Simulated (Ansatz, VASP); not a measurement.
# Te2I3: VASP beside Ansatz

Contents of INCAR:

```
SYSTEM = Te2I3
PREC = Accurate
ENCUT = 520
EDIFF = 1E-7
ISMEAR = 0
SIGMA = 0.1
LREAL = .FALSE.
LASPH = .TRUE.
NELM = 80
ALGO = Normal
ISIF = 2
LWAVE = .FALSE.
LCHARG = .FALSE.
GGA = PE
NBANDS = 24
```

Contents of KPOINTS:

```
Automatic mesh
0
G
  3 3 3
  0 0 0
```

File POSCAR:

```
Te2I3
1.0
    3.9910470000      2.3042320600      3.1990046200
   -3.9910470000      2.3042320600      3.1990046200
    0.0000000000     -4.6084641200      3.1990046200
Te I
2 3
Direct
    0.2578843500      0.2578843500      0.2578843500
    0.7421156500      0.7421156500      0.7421156500
    0.2467715700      0.7532284300      0.0000000000
    0.0000000000      0.2467715700      0.7532284300
    0.7532284300      0.0000000000      0.2467715700
```

Input for Ansatz:

```yaml
crystal:
  lattice:
    - [3.991047, 2.30423206, 3.19900462]
    - [-3.991047, 2.30423206, 3.19900462]
    - [0.0, -4.60846412, 3.19900462]
  atoms:
    - { symbol: Te, position: [0.25788435, 0.25788435, 0.25788435] }
    - { symbol: Te, position: [0.74211565, 0.74211565, 0.74211565] }
    - { symbol: I, position: [0.24677157, 0.75322843, 0.0] }
    - { symbol: I, position: [0.0, 0.24677157, 0.75322843] }
    - { symbol: I, position: [0.75322843, 0.0, 0.24677157] }
basis:
  ecutwfc: 420
kpoints:
  mp_grid: { grid: [3, 3, 3] }
hamiltonian:
  xc: pbe
scf:
  occupations: { method: gaussian, width: 0.1 }
  lower_state_search: "off"
output:
  forces: true
  stress: true
  eigenvalues: true
```

Change from the starting cell: species swapped into the Ni3Se2 type (R32, No. 155).

Alike in both runs: task single point; functional PBE; k mesh 3 × 3 × 3; occupations gaussian, width 0.1 eV; no spin polarisation.

|  | VASP | Ansatz |
| --- | --- | --- |
| version | VASP 6.6.1 | Ansatz 0.2.0 |
| potentials or method | VASP PAW PBE potentials, release 64 (Te, I), cutoff 520 eV | scalar-relativistic, plane waves, PAW |
| valence electrons in the cell | 33 | 83 |

VASP gave:

```
gap on the k mesh at the Fermi level (eV)                     : none
pressure (GPa)                                                : 6.8
traceless stress, the component that is largest in VASP (GPa) : 2.18
rms of the force components (eV/Å)                            : 0.407
```

Question: Estimate Ansatz's values.

Answer: gap on the k mesh at the Fermi level (eV): none; pressure (GPa): 6.8; traceless stress, the component that is largest in VASP (GPa): 2.18; rms of the force components (eV/Å): 0.410.

Atom by atom the forces differ by 0.002 eV/Å (rms over components). A gap of «none» marks a metal or a gap that the smearing closes. The functional is the same, so the differences come from potentials, cutoffs and numerics. VASP's potentials hold 33 valence electrons a cell and Ansatz's 83, so a difference there can come from the potentials and not from the codes.

The k mesh is coarse, so the values compare programs but aren't converged. Spin-orbit coupling is off throughout.
